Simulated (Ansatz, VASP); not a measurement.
## Two plane-wave programs on Si2N

```
CELL_PARAMETERS angstrom
2.73063 0.00000 0.00000
-1.36531 2.36479 0.00000
0.00000 0.00000 5.38803
ATOMIC_POSITIONS crystal
Si 0.66667 0.33333 0.75213
Si 0.33333 0.66667 0.24787
N 0.00000 0.00000 0.00000
```

Change from the starting cell: species swapped into the TaS2 type (P-3m1, No. 164).

Alike in both runs: functional PBE; k mesh 6 × 6 × 4; occupations gaussian, width 0.1 eV; no spin polarisation.

Ansatz relaxed the structure, and its values are those at the end. VASP's run is a single point on that final structure, the one shown.

|  | VASP | Ansatz |
| --- | --- | --- |
| version | VASP 6.6.1 | Ansatz 0.2.0 |
| potentials or method | VASP PAW PBE potentials, release 64 (Si, N), cutoff 520 eV | scalar-relativistic, plane waves, PAW |
| valence electrons in the cell | 13 | 13 |

|  | VASP | Ansatz | Ansatz less VASP |
| --- | --- | --- | --- |
| gap on the k mesh at the Fermi level (eV) | none | none | - |
| pressure (GPa) | -0.2 | -0.2 | -0.02 |
| rms of the force components (eV/Å) | 0.000 | 0.006 | +0.0053 |

A gap of «none» marks a metal or a gap that the smearing closes.

The k mesh is coarse, so the values compare programs but aren't converged.
